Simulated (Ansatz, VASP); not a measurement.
One calculation of CoO, two programs

```
Co O
1.0
     1.60222    0.92504    5.13294
    -1.60222    0.92504    5.13294
     0.00000   -1.85008    5.13294
Co O
2 2
Direct
  0.99949 0.99949 0.99949
  0.49949 0.49949 0.49949
  0.37550 0.37550 0.37550
  0.87553 0.87553 0.87553
```

Alike in both runs: task single point; functional PBE; k mesh 12 × 12 × 12; occupations gaussian, width 0.01 eV; no spin polarisation.

|  | VASP | Ansatz |
| --- | --- | --- |
| version | VASP 6.6.1 | Ansatz 0.2.0 |
| potentials or method | VASP PAW PBE potentials, release 64 (Co, O), cutoff 520 eV | scalar-relativistic, plane waves, PAW |
| valence electrons in the cell | 30 | 46 |

Ansatz gave:

```
gap on the k mesh at the Fermi level (eV)                     : none
pressure (GPa)                                                : -14.3
traceless stress, the component that is largest in VASP (GPa) : 1.68
rms of the force components (eV/Å)                            : 0.112
```

Estimate VASP's values.

gap on the k mesh at the Fermi level (eV): none; pressure (GPa): -14.1; traceless stress, the component that is largest in VASP (GPa): 1.76; rms of the force components (eV/Å): 0.114.

Atom by atom the forces differ by 0.002 eV/Å (rms over components). A gap of «none» marks a metal or a gap that the smearing closes. VASP's potentials hold 30 valence electrons a cell and Ansatz's 46, so a difference there can come from the potentials and not from the codes.
